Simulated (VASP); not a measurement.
Set up this calculation in VASP 6.6.1, as the native input.

| Quantity | Value |
| --- | --- |
| Task | single point |
| Functional | LDA |
| Potentials or basis | VASP PAW LDA potentials, release 64 (Zr_sv, Pb_d, O) |
| Cutoff | 520 eV |
| k mesh | 8 × 8 × 8 |
| Occupations | gaussian, width 0.05 eV |
| Spin | no spin polarisation |
| Dipole correction | no |
| Further INCAR settings | ALGO = Normal; EDIFF = 1e-07; NBANDS = 30 |

The structure of ZrPbO3 lies in POSCAR:

```
ZrPbO3
1.0
    3.8564783272      0.0000000000      0.0000000000
    0.0000000000      3.8564783272      0.0000000000
    0.0000000000      0.0000000000      5.0134218254
Zr Pb O
1 1 3
Direct
    0.0000000000      0.0000000000      0.0000000000
    0.5000000000      0.5000000000      0.5000000000
    0.5000000000      0.0000000000      0.0000000000
    0.0000000000      0.0000000000      0.5000000000
    0.0000000000      0.5000000000      0.0000000000
```

This cell differs from its parent crystal: ratio of the length along z to the lengths across it x 1.3, volume and fractional coordinates fixed.

These files were run (other wordings do the same):

INCAR

```
PREC = Accurate
ENCUT = 520
EDIFF = 1E-7
ISMEAR = 0
SIGMA = 0.05
LREAL = False
LASPH = True
NELM = 100
ALGO = Normal
ISIF = 2
LWAVE = False
LCHARG = False
NBANDS = 30
```

KPOINTS

```
regular mesh
0
Gamma
  8 8 8
```

Potentials or basis: VASP PAW LDA potentials, release 64 (Zr_sv, Pb_d, O).

Run with:

```console
$ cat potpaw_LDA.64/Zr_sv/POTCAR potpaw_LDA.64/Pb_d/POTCAR potpaw_LDA.64/O/POTCAR > POTCAR
$ mpirun -np 1 vasp_std > vasp.out
```

It gave:

```
Pressure               : 4.9 GPa
Band gap on the k mesh : 1.14 eV, indirect (least direct gap 1.24 eV)
```

Caveat: spin-orbit coupling is left out, which moves the levels of the heavy elements.

Wall time 73 s on 1 thread of Intel(R) Xeon(R) 6975P-C (Granite Rapids) (shared host), peak memory 0.28 GiB.
